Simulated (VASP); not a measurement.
**Fe: single point with PBE**

Fe:

```
CELL_PARAMETERS angstrom
2.35741 0.00000 0.00000
-1.17870 2.04157 0.00000
0.00000 0.00000 7.60174
ATOMIC_POSITIONS crystal
Fe 0.00000 0.00000 0.00000
Fe 0.00000 0.00000 0.50000
Fe 0.33333 0.66667 0.25000
Fe 0.66667 0.33333 0.75000
```

This isn't the form of Fe at room conditions, which is bcc.

```
Program                : VASP 6.6.1
Task                   : single point
Functional             : PBE
Potentials or basis    : VASP PAW PBE potentials, release 64 (Fe)
Cutoff                 : 520 eV
k mesh                 : 15 × 15 × 4
Occupations            : fermi-dirac, width 0.08 eV
Spin                   : collinear spin, ferromagnetic start
Starting moments       : [2.5, 2.5, 2.5, 2.5] μB
Dipole correction      : no
Further INCAR settings : ALGO = Normal; EDIFF = 1e-06; NBANDS = 28
```

* Pressure: 41.2 GPa
* Band gap on the k mesh: zero (filled and empty bands overlap)
* Net moment: 0.00 μB per cell
* Valence electrons inside the program's atomic spheres: Fe 7.81, 7.82 (each value once)

Stress tensor (GPa, compression positive):
```
41.18  0.00  0.00
 0.00 41.18  0.00
 0.00  0.00 41.25
```

Levels at points of the mesh, in eV from the Fermi level:
Spin up:
| k point | band 13 | band 14 | band 15 | band 16 | band 17 | band 18 | band 19 | band 20 |
| --- | --- | --- | --- | --- | --- | --- | --- | --- |
| (0.00, 0.00, 0.00) | -1.64 | -1.56 | -1.56 | -0.55 | -0.55 | -0.02 | -0.02 | 0.34 |
| (0.00, 0.00, 0.50) | -1.78 | -1.78 | -1.31 | -1.31 | -0.26 | -0.26 | -0.26 | -0.26 |
Spin down:
```
           k point  band 14  band 15  band 16  band 17  band 18  band 19
(0.00, 0.00, 0.00)    -1.56    -1.56    -0.55    -0.55    -0.02    -0.02
(0.00, 0.00, 0.50)    -1.78    -1.31    -1.31    -0.26    -0.26    -0.26
```

It took 5 min on 1 thread of Intel Xeon 8259CL, with other jobs on the host, peak memory 0.24 GiB.

Caveat: the cell stands under pressure.
